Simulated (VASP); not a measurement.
# MoSe (I4mm) in VASP: single point with PBEsol

Aim: the single point of MoSe with PBEsol.

Program: VASP 6.6.1. These are calculated values, not measurements. Logs are shortened: lines on timing, memory, paths and dates and some standing lists are left out, and cuts for length are marked.

### 1 The cell of the first run

It takes space group I4mm (No. 107, tetragonal). The conventional cell has a = 3.642 Å, b = 3.642 Å, c = 5.151 Å, α = 90.00°, β = 90.00°, γ = 90.00°. Within 3.4 Å of Mo (site symmetry 4mm) lie 6 Se at 2.56 to 2.60 Å. Within 3.4 Å of Se (site symmetry 4mm) lie 6 Mo at 2.56 to 2.60 Å.

### 2 Single point, PBEsol, collinear spin

File INCAR:

```
ALGO = Normal ; EDIFF = 1E-6
ENCUT = 500 ; GGA = PS
GGA_COMPAT = False ; ISIF = 2
ISMEAR = 0 ; ISPIN = 2
LASPH = True ; LCHARG = False
LMAXMIX = 4 ; LORBIT = 11
LREAL = False ; LWAVE = False
MAGMOM = 0.24 0 ; NBANDS = 21
NELM = 200 ; PREC = Accurate
SIGMA = 0.05
```

File KPOINTS:

```
k-points
0
Gamma
  10 10 10
```

File POSCAR:

```
MoSe
1.0
    0.0000000000      2.5753605460      2.5753605460
    2.5753605460      0.0000000000      2.5753605460
    2.5753605460      2.5753605460      0.0000000000
Mo Se
1 1
Direct
    0.4961170485      0.5038829515      0.5038829515
    0.0000000000      0.0000000000      0.0000000000
```

Potentials or basis: VASP PAW PBE potentials, release 64 (Mo_sv, Se).

Command:

```console
> cat potpaw_PBE.64/Mo_sv/POTCAR potpaw_PBE.64/Se/POTCAR > POTCAR
> mpirun -np 1 vasp_std > vasp.out
```

OUTCAR:

```text
EDIFF = 1E-6
   ENCUT = 500
   GGA = PS
   ISIF = 2
   ISMEAR = 0
   ISPIN = 2
   LASPH = True
   LORBIT = 11
   LREAL = False
   NELM = 200
   PREC = Accurate

 ion  position               nearest neighbor table
   1  0.496  0.504  0.504-   2 2.56   2 2.58   2 2.58   2 2.58   2 2.58   2 2.60
   2  0.000  0.000  0.000-   1 2.56   1 2.58   1 2.58   1 2.58   1 2.58   1 2.60

  LATTYP: Found a face centered cubic cell.
 ALAT       =     5.1507210920

  Lattice vectors:

 A1 = (   0.0000000000,   2.5753605460,   2.5753605460)
 A2 = (   2.5753605460,   0.0000000000,   2.5753605460)
 A3 = (   2.5753605460,   2.5753605460,   0.0000000000)

Analysis of symmetry for initial positions (statically):
=====================================================================
 Subroutine PRICEL returns:
 Original cell was already a primitive cell.

 Routine SETGRP: Setting up the symmetry group for a
 face centered cubic supercell.

 Subroutine GETGRP returns: Found  8 space group operations
 (whereof  8 operations were pure point group operations)
 out of a pool of 48 trial point group operations.

The static configuration has the point symmetry C_4v.

Analysis of symmetry for dynamics (positions and initial velocities):
=====================================================================
 Subroutine PRICEL returns:
 Original cell was already a primitive cell.

 Routine SETGRP: Setting up the symmetry group for a
 face centered cubic supercell.

 Subroutine GETGRP returns: Found  8 space group operations
 (whereof  8 operations were pure point group operations)
 out of a pool of 48 trial point group operations.

The dynamic configuration has the point symmetry C_4v.

Analysis of structural, dynamic, and magnetic symmetry:
=====================================================================
 Subroutine PRICEL returns:
 Original cell was already a primitive cell.

 Routine SETGRP: Setting up the symmetry group for a
 face centered cubic supercell.

 Subroutine GETGRP returns: Found  8 space group operations
 (whereof  8 operations were pure point group operations)
 out of a pool of 48 trial point group operations.

The overall configuration has the point symmetry C_4v.

 Subroutine INISYM returns: Found  8 space group operations
 (whereof  8 operations are pure point group operations),
 and found     1 'primitive' translations

----------------------------------------------------------------------------------------

                                     Primitive cell

  volume of cell :      34.1621

  direct lattice vectors                    reciprocal lattice vectors
     0.000000000  2.575360546  2.575360546    -0.194147573  0.194147573  0.194147573
     2.575360546  0.000000000  2.575360546     0.194147573 -0.194147573  0.194147573
     2.575360546  2.575360546  0.000000000     0.194147573  0.194147573 -0.194147573

  length of vectors
     3.642109812  3.642109812  3.642109812     0.336273461  0.336273461  0.336273461

  position of ions in fractional coordinates (direct lattice)
     0.496117048  0.503882952  0.503882952
     0.000000000  0.000000000  0.000000000

  ion indices of the primitive-cell ions
   primitive index   ion index
                 1           1
                 2           2

----------------------------------------------------------------------------------------

 KPOINTS: k-points

Automatic generation of k-mesh.
 Grid dimensions read from file:
 generate k-points for:   10   10   10

 Generating k-lattice:

  Cartesian coordinates                     Fractional coordinates (reciprocal lattice)
    -0.019414757  0.019414757  0.019414757     0.100000000  0.000000000  0.000000000
     0.019414757 -0.019414757  0.019414757     0.000000000  0.100000000  0.000000000
     0.019414757  0.019414757 -0.019414757     0.000000000  0.000000000  0.100000000

  Length of vectors
     0.033627346  0.033627346  0.033627346

  Shift w.r.t. Gamma in fractional coordinates (k-lattice)
     0.000000000  0.000000000  0.000000000

 Subroutine IBZKPT returns following result:
 ===========================================

 Found    102 irreducible k-points:

 Following reciprocal coordinates:
            Coordinates               Weight
  0.000000  0.000000  0.000000      1.000000
  0.100000  0.000000  0.000000      8.000000
  0.200000  0.000000  0.000000      8.000000
  0.300000  0.000000  0.000000      8.000000
  0.400000  0.000000  0.000000      8.000000
  0.500000  0.000000  0.000000      4.000000
[... 16 lines left out ...]
 -0.100000  0.100000  0.000000      8.000000
  0.000000 -0.100000  0.100000      4.000000
 [... further k-points ...]
   k-points           NKPTS =    102   k-points in BZ     NKDIM =    102   number of bands    NBANDS=     21
   number of dos      NEDOS =    301   number of ions     NIONS =      2
   total plane-waves  NPLWV =  21952
   dimension x,y,z NGX =    28 NGY =   28 NGZ =   28
   dimension x,y,z NGXF=    56 NGYF=   56 NGZF=   56
   ions per type =               1   1
   NGX,Y,Z   is equivalent  to a cutoff of  12.78, 12.78, 12.78 a.u.
   NGXF,Y,Z  is equivalent  to a cutoff of  25.56, 25.56, 25.56 a.u.
 SYSTEM =  unknown system
   PREC   = accura    normal or accurate (medium, high low for compatibility)
   ISTART =      0    job   : 0-new  1-cont  2-samecut
   ICHARG =      2    charge: 1-file 2-atom 10-const
   ISPIN  =      2    spin polarized calculation?
   LNONCOLLINEAR =      F non collinear calculations
   LSORBIT =      F    spin-orbit coupling
   LASPH  =      T    aspherical Exc in radial PAW
   ENCUT  =  500.0 eV  36.75 Ry    6.06 a.u.   6.64  6.64  6.64*2*pi/ulx,y,z
   NELM   =    200;   NELMIN=  2; NELMDL= -5     # of ELM steps
   EDIFF  = 0.1E-05   stopping-criterion for ELM
   LREAL  =      F    real-space projection
   EDIFFG = 0.1E-04   stopping-criterion for IOM
   NSW    =      0    number of steps for IOM
   IBRION =     -1    ionic relax: 0-MD 1-quasi-New 2-CG
   NFREE  =      0    steps in history (QN), initial steepest desc. (CG)
   ISIF   =      2    stress and relaxation
   ISYM   =      2    0-nonsym 1-usesym 2-fastsym
   POTIM  = 0.5000    time-step for ionic-motion
   TEBEG  =    0.0;   TEEND  =   0.0 temperature during run
   PSTRESS=    0.0 pullay stress
   NELECT =      20.0000    total number of electrons
   NUPDOWN=      -1.0000    fix difference up-down
   EMIN   =  10.00;   EMAX   =-10.00  energy-range for DOS
   EFERMI =   0.00;   METHOD = LEGACY
   ISMEAR =     0;   SIGMA  =   0.05  broadening in eV -4-tet -1-fermi 0-gaus
   EFERMI_NEDOS =   21; number of points for ismear=-14 and -15
   IALGO  =     38    algorithm
   IMIX   =      4    mixing-type and parameters
     AMIX     =   0.40;   BMIX     =  1.00
     AMIX_MAG =   1.60;   BMIX_MAG =  1.00
  volume/ion in A,a.u.               =      17.08       115.27
  Fermi-wavevector in a.u.,A,eV,Ry     =   1.369526  2.588028 25.519089  1.875600
  Thomas-Fermi vector in A             =   2.495393
   LORBIT       =     11    0 simple, 1 ext, 2 COOP (PROOUT), +10 PAW based schemes
   GGA     = PS    functional components
   LHFCALC =     F    Hartree Fock is set to
   AEXX    =    0.0000 exact exchange contribution
   IVDW    =     0    specifies the selected vdW correction
   LEPSILON=     F    determine dielectric tensor
   LRPA    =     F    only Hartree local field effects (RPA)
 spin polarized calculation
 Gauss-broadening in eV      SIGMA  =   0.05
  energy-cutoff  :      500.00
  volume of cell :       34.16
 maximum number of plane-waves:       893
   NGX = 13   NGY = 13   NGZ = 13

 number of electron      19.9999999 magnetization       0.1269817

 Free energy of the ion-electron system (eV)
  ---------------------------------------------------
  ext. energy  EPLUGINS =         0.00000000
  ---------------------------------------------------
  free energy    TOTEN  =       -14.59250299 eV

  energy without entropy =      -14.58826695  energy(sigma->0) =      -14.59038497

 E-fermi :  10.0450     XC(G=0): -12.1224

 val. band max:       10.0425605487   @ k =   0.1000   0.3000   0.2000
 cond. band min:      10.0463324097   @ k =  -0.4000   0.3000   0.0000
 fundamental gap:      0.0037718609
 Fermi energy:        10.0450203859

 spin component 1

 k-point     1 :       0.0000    0.0000    0.0000
  band No.  band energies     occupation
      1     -51.1500      1.00000
      2     -25.2928      1.00000
      3     -25.2928      1.00000
      4     -25.2922      1.00000
      5      -6.1962      1.00000
      6       7.7113      1.00000
[... 13 lines left out ...]
     20      25.3237      0.00000
     21      25.3237      0.00000
[... 529 lines left out ...]
 k-point    24 :       0.0000   -0.1000    0.1000
  band No.  band energies     occupation
      1     -51.1476      1.00000
      2     -25.3244      1.00000
      3     -25.3017      1.00000
      4     -25.2931      1.00000
      5      -5.8592      1.00000
      6       5.3708      1.00000
[... 13 lines left out ...]
     20      25.0834      0.00000
     21      27.6305      0.00000

 [... further k-points ...]

 spin component 2

 k-point     1 :       0.0000    0.0000    0.0000
  band No.  band energies     occupation
      1     -51.0767      1.00000
      2     -25.2131      1.00000
      3     -25.2126      1.00000
      4     -25.2126      1.00000
      5      -6.1873      1.00000
      6       7.7288      1.00000
[... 13 lines left out ...]
     20      25.3740      0.00000
     21      25.3740      0.00000
[... 529 lines left out ...]
 k-point    24 :       0.0000   -0.1000    0.1000
  band No.  band energies     occupation
      1     -51.0743      1.00000
      2     -25.2444      1.00000
      3     -25.2226      1.00000
      4     -25.2130      1.00000
      5      -5.8507      1.00000
      6       5.3955      1.00000
[... 13 lines left out ...]
     20      25.1200      0.00000
     21      27.6755      0.00000

 [... further k-points ...]

------------------------ aborting loop because EDIFF is reached ----------------------------------------

  FORCE on cell =-STRESS in cart. coord.  units (eV):
  Direction    XX          YY          ZZ          XY          YZ          ZX
  --------------------------------------------------------------------------------------
  -------------------------------------------------------------------------------------
  Total        0.0710150      0.0480084      0.0480084      0.0000000     -0.0000000      0.0000000
  in kB        3.3305563      2.2515625      2.2515625      0.0000000     -0.0000000      0.0000000
  external PRESSURE =       2.6112271 kB  Pullay stress =       0.0000000 kB

 VOLUME and BASIS-vectors are now :
 -----------------------------------------------------------------------------
  energy-cutoff  :      500.00
  volume of cell :       34.16
      direct lattice vectors                 reciprocal lattice vectors
     0.000000000  2.575360546  2.575360546    -0.194147573  0.194147573  0.194147573
     2.575360546  0.000000000  2.575360546     0.194147573 -0.194147573  0.194147573
     2.575360546  2.575360546  0.000000000     0.194147573  0.194147573 -0.194147573

 POSITION                                       TOTAL-FORCE (eV/Angst)
 -----------------------------------------------------------------------------------
      2.59536      2.57536      2.57536        -0.012348      0.000000      0.000000
      0.00000      0.00000      0.00000         0.012348      0.000000      0.000000
 -----------------------------------------------------------------------------------
    total drift:                               -0.000113     -0.000000     -0.000000

  FREE ENERGIE OF THE ION-ELECTRON SYSTEM (eV)
  ---------------------------------------------------
  free  energy   TOTEN  =       -14.5925029911 eV

  energy  without entropy=      -14.5882669545  energy(sigma->0) =      -14.59038497

 total charge

# of ion       s       p       d       tot
------------------------------------------
    1        2.214   6.102   4.122  12.438
    2        1.430   2.397   0.136   3.963
--------------------------------------------------
tot          3.644   8.499   4.258  16.401

 magnetization (x)

# of ion       s       p       d       tot
------------------------------------------
    1        0.001   0.001   0.111   0.113
    2        0.000   0.000   0.001   0.001
--------------------------------------------------
tot          0.001   0.001   0.112   0.114
```

Wall time 3.4 min (1 thread of Intel Xeon 8259CL, shared host); peak memory 0.25 GiB.

Results:

* Free energy: -14.5925 eV
* Pressure: 0.3 GPa
* Largest force: 0.012 eV/Å
* Net moment: 0.13 μB per cell
* Site moments: Mo +0.11; Se +0.00 μB
* Valence electrons inside the program's atomic spheres: Mo 12.44; Se 3.96

Forces in eV/Å, atoms in the order of the input:
```
Mo  -0.012  0.000  0.000
Se   0.012  0.000  0.000
```

Levels at points of the mesh, in eV from the Fermi level:
Spin up:
```tsv
k point	band 7	band 8	band 9	band 10	band 11	band 12	band 13	band 14
(0.00, 0.00, 0.00)	-2.33	-2.31	-2.15	-2.10	-2.10	-1.71	-1.68	2.95
(0.50, 0.00, 0.00)	-5.80	-5.80	-0.12	-0.12	0.58	2.47	5.01	5.02
(0.50, 0.50, 0.00)	-3.97	-3.89	-3.78	-0.80	0.53	0.53	1.49	2.85
(0.00, 0.50, 0.50)	-3.89	-3.89	-3.86	-0.80	0.53	0.53	1.49	2.85
```
Spin down:
```tsv
k point	band 6	band 7	band 8	band 9	band 10	band 11	band 12	band 13	band 14	band 15
(0.00, 0.00, 0.00)	-2.32	-2.32	-2.31	-2.07	-2.04	-2.04	-1.65	-1.62	2.98	7.85
(0.50, 0.00, 0.00)	-8.22	-5.77	-5.77	-0.03	-0.03	0.67	2.49	5.06	5.07	6.37
(0.50, 0.50, 0.00)	-6.46	-3.94	-3.88	-3.73	-0.73	0.63	0.63	1.55	2.89	9.92
(0.00, 0.50, 0.50)	-6.46	-3.88	-3.88	-3.80	-0.74	0.63	0.63	1.55	2.90	9.92
```

Caveat: the PAW data sets were made with another functional, which shifts forces and pressure a little.
